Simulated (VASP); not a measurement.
# Pt3Pb (R-3m) in VASP: further runs, part 3 of 3

VASP 6.6.1. Earlier steps stand in the parts before.

## 5. Electric field gradients, LDA (equal xy, yz and zx shear strains of +2 %)

INCAR

```
SYSTEM = Pt3Pb
PREC = Accurate
ENCUT = 520
EDIFF = 1E-8
ISMEAR = -1
SIGMA = 0.03
LREAL = .FALSE.
LASPH = .TRUE.
NELM = 100
ALGO = Normal
ISIF = 2
LWAVE = .FALSE.
LCHARG = .FALSE.
LEFG = .TRUE.
NBANDS = 30
```

KPOINTS

```
regular mesh
0
G
  9 9 9
  0 0 0
```

POSCAR

```
Pt3Pb
1.0
    4.0580000000      0.0405800000      0.0405800000
    0.0405800000      4.0580000000      0.0405800000
    0.0405800000      0.0405800000      4.0580000000
Pt Pb
3 1
Direct
    0.0000000000      0.5000000000      0.5000000000
    0.5000000000      0.0000000000      0.5000000000
    0.5000000000      0.5000000000      0.0000000000
    0.0000000000      0.0000000000      0.0000000000
```

Potentials or basis: VASP PAW LDA potentials, release 64 (Pt, Pb_d).

Started as:

```
cat potpaw_LDA.64/Pt/POTCAR potpaw_LDA.64/Pb_d/POTCAR > POTCAR
mpirun -np 1 vasp_std > vasp.out
```

OUTCAR:

```text
SYSTEM = Pt3Pb
   PREC = Accurate
   ENCUT = 520
   EDIFF = 1E-8
   ISMEAR = -1
   LREAL = .FALSE.
   LASPH = .TRUE.
   NELM = 100
   ISIF = 2

 ion  position               nearest neighbor table
   1  0.000  0.500  0.500-   3 2.84   4 2.84   2 2.84   4 2.84   2 2.84   3 2.84   2 2.90   4 2.90
                             3 2.90   4 2.90   3 2.90   2 2.90
   2  0.500  0.000  0.500-   3 2.84   4 2.84   1 2.84   3 2.84   1 2.84   4 2.84   1 2.90   3 2.90
                             3 2.90   4 2.90   4 2.90   1 2.90
   3  0.500  0.500  0.000-   1 2.84   2 2.84   2 2.84   4 2.84   1 2.84   4 2.84   1 2.90   2 2.90
                             2 2.90   4 2.90   1 2.90   4 2.90
   4  0.000  0.000  0.000-   1 2.84   2 2.84   1 2.84   3 2.84   2 2.84   3 2.84   1 2.90   1 2.90
                             2 2.90   3 2.90   2 2.90   3 2.90

  LATTYP: Found a trigonal (rhomboedric) cell.
 ALAT       =     4.0584057797
 COS(alpha) =     0.0200959808

  Lattice vectors:

 A1 = (   4.0580000000,   0.0405800000,   0.0405800000)
 A2 = (   0.0405800000,   4.0580000000,   0.0405800000)
 A3 = (   0.0405800000,   0.0405800000,   4.0580000000)

Analysis of symmetry for initial positions (statically):
=====================================================================
 Subroutine PRICEL returns:
 Original cell was already a primitive cell.

 Routine SETGRP: Setting up the symmetry group for a
 trigonal (rhombohedral) supercell.

 Subroutine GETGRP returns: Found 12 space group operations
 (whereof 12 operations were pure point group operations)
 out of a pool of 12 trial point group operations.

The static configuration has the point symmetry D_3d.

Analysis of symmetry for dynamics (positions and initial velocities):
[... 968 lines left out ...]
  --------------------------------------------------------------------------------------
  -------------------------------------------------------------------------------------
  Total       -0.8307419     -0.8307419     -0.8307419     -0.5358006     -0.5358006     -0.5358006
  in kB      -19.9236998    -19.9236998    -19.9236998    -12.8501182    -12.8501182    -12.8501182
  external PRESSURE =     -19.9236998 kB  Pullay stress =       0.0000000 kB

 VOLUME and BASIS-vectors are now :
 -----------------------------------------------------------------------------
  energy-cutoff  :      520.00
  volume of cell :       66.80
      direct lattice vectors                 reciprocal lattice vectors
     4.058000000  0.040580000  0.040580000     0.246475618 -0.002440353 -0.002440353
     0.040580000  4.058000000  0.040580000    -0.002440353  0.246475618 -0.002440353
     0.040580000  0.040580000  4.058000000    -0.002440353 -0.002440353  0.246475618

 POSITION                                       TOTAL-FORCE (eV/Angst)
 -----------------------------------------------------------------------------------
      0.04058      2.04929      2.04929         0.000000      0.000000      0.000000
      2.04929      0.04058      2.04929        -0.000000     -0.000000      0.000000
      2.04929      2.04929      0.04058         0.000000      0.000000      0.000000
      0.00000      0.00000      0.00000         0.000000      0.000000      0.000000
 -----------------------------------------------------------------------------------
    total drift:                                0.000000      0.000000     -0.000000

  FREE ENERGIE OF THE ION-ELECTRON SYSTEM (eV)
  ---------------------------------------------------
  free  energy   TOTEN  =       -27.1144364328 eV

  energy  without entropy=      -27.1121320371  energy(sigma->0) =      -27.11328423

 Electric field gradients (V/A^2)
---------------------------------------------------------------------
 ion       V_xx      V_yy      V_zz      V_xy      V_xz      V_yz
---------------------------------------------------------------------
   1    -145.756    72.878    72.878    23.850    23.850     9.097
   2      72.878  -145.756    72.878    23.850     9.097    23.850
   3      72.878    72.878  -145.756     9.097    23.850    23.850
   4       0.000     0.000    -0.000    36.514    36.514    36.514
---------------------------------------------------------------------

 Electric field gradients after diagonalization (V/A^2)
 (convention: |V_zz| > |V_xx| > |V_yy|)
----------------------------------------------------------------------
 ion       V_xx      V_yy      V_zz     asymmetry (V_yy - V_xx)/ V_zz
----------------------------------------------------------------------
   1      86.865    63.781  -150.646       0.153
   2      86.865    63.781  -150.646       0.153
   3      86.865    63.781  -150.646       0.153
   4     -36.514   -36.514    73.028       0.000
----------------------------------------------------------------------

           NMR quadrupolar parameters

 Cq : quadrupolar parameter    Cq=e*Q*V_zz/h
 eta: asymmetry parameters     (V_yy - V_xx)/ V_zz
 Q  : nuclear electric quadrupole moment in mb (millibarn)
----------------------------------------------------------------------
 ion       Cq(MHz)       eta       Q (mb)
----------------------------------------------------------------------
   1      -0.364       0.153       1.000
   2      -0.364       0.153       1.000
   3      -0.364       0.153       1.000
   4       0.177       0.000       1.000
----------------------------------------------------------------------
```

Wall time 50 s (1 thread of AMD EPYC 9R45 (Zen 5), shared host); peak memory 0.23 GiB.

Results:

* Free energy: -27.1144 eV
* Pressure: -2.0 GPa
* Band gap on the k mesh: zero (bands 22 and 23 overlap by 0.44 eV)
* Largest electric field gradient by atom: Pt -150.6; Pb +73.0 V/Å²

Stress tensor (GPa, compression positive):
```
-1.99 -1.29 -1.29
-1.29 -1.99 -1.29
-1.29 -1.29 -1.99
```

Electric field gradients, principal values (V/Å²):
| atom | least | middle | greatest (by size) |
| --- | --- | --- | --- |
| 1 Pt | 63.781 | 86.865 | -150.646 |
| 2 Pt | 63.781 | 86.865 | -150.646 |
| 3 Pt | 63.781 | 86.865 | -150.646 |
| 4 Pb | -36.514 | -36.514 | 73.028 |

Caveat: the cell differs from its parent crystal (equal xy, yz and zx shear strains of +2 %); without QUAD_EFG the Cq values of the log hold for a quadrupole moment of 1 mb, not for the nuclei; spin-orbit coupling is left out, which moves the levels of the heavy elements.

## 6. Overview

| cell | gap on the mesh (eV) | pressure (GPa) |
| --- | --- | --- |
| a = 4.058 Å, angles 91.1°, 4 atoms | none | -2.0 |
| a = 4.058 Å, angles 90.6°, 4 atoms | none | -2.2 |
| a = 4.058 Å, angles 89.4°, 4 atoms | none | -2.2 |
| a = 4.058 Å, angles 88.8°, 4 atoms | none | -2.0 |

Alike in all rows: task electric field gradients; level LDA; potentials or basis VASP PAW LDA potentials, release 64 (Pt, Pb_d); no spin polarisation; k mesh 9 × 9 × 9; cutoff (eV) 520; smearing fermi-dirac 0.03 eV.

Caveats: spin-orbit coupling is left out, which moves the levels of the heavy elements.

Absolute energies hang on the potentials; compare differences alone.
